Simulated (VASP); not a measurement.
Crystal: SnGe2.

```xyz
6
Lattice="4.8925 0.0000 0.0000 -2.4463 4.2371 0.0000 0.0000 0.0000 6.1398" Properties=species:S:1:pos:R:3 pbc="T T T"
Sn    0.0000    2.8247    1.7192
Sn    2.4463    1.4124    4.4207
Ge    0.0000    0.0000    0.0000
Ge    0.0000    0.0000    3.0699
Ge    0.0000    2.8247    4.7891
Ge    2.4463    1.4124    1.3508
```

```yaml
Program: VASP 6.6.1
Task: relaxation of cell and atoms
Functional: PBE
Potentials_or_basis: VASP PAW PBE potentials, release 64 (Sn_d, Ge_d)
Cutoff: 600 eV
k_mesh: 4 × 4 × 3
Occupations: gaussian, width 0.2 eV
Spin: no spin polarisation
```

At the start: pressure 2.9 GPa; volume 21.21 Å³/atom.

Problem. Where does the relaxation end?

Solution. Over 10 steps the energy falls by 43.1 meV/atom and the volume is 21.85 Å³/atom (+3.0 %); space group P-3m1 (No. 164, to 0.05 Å).

The path:
```csv
step,energy change (eV),largest force (eV/Å),pressure (GPa),volume (Å³)
1,0.0000,0.2367,2.93,127.28
2,-0.1600,0.0697,-0.86,134.49
3,-0.1689,0.0113,-2.19,137.53
4,-0.2142,0.1425,-2.04,136.08
5,-0.2214,0.1045,-2.17,136.47
6,-0.2565,0.0842,0.48,130.24
7,-0.2580,0.0896,-0.23,131.25
8,-0.2578,0.0863,0.29,130.89
9,-0.2580,0.0891,0.08,131.07
10,-0.2587,0.0637,0.12,131.10
```

Final structure:
```
CELL_PARAMETERS angstrom
5.09246 0.00000 0.00000
-2.54623 4.41020 0.00000
0.00000 0.00000 5.83717
ATOMIC_POSITIONS crystal
Sn 0.33333 0.66667 0.28070
Sn 0.66667 0.33333 0.71930
Ge 0.00000 0.00000 0.00000
Ge 0.00000 0.00000 0.50000
Ge 0.33333 0.66667 0.78224
Ge 0.66667 0.33333 0.21776
```

Caveat: the k points lie up to 0.36 Å⁻¹ apart in the final cell; the relaxation stopped at a loose force limit of 0.08 eV/Å, so its end isn't a converged minimum.
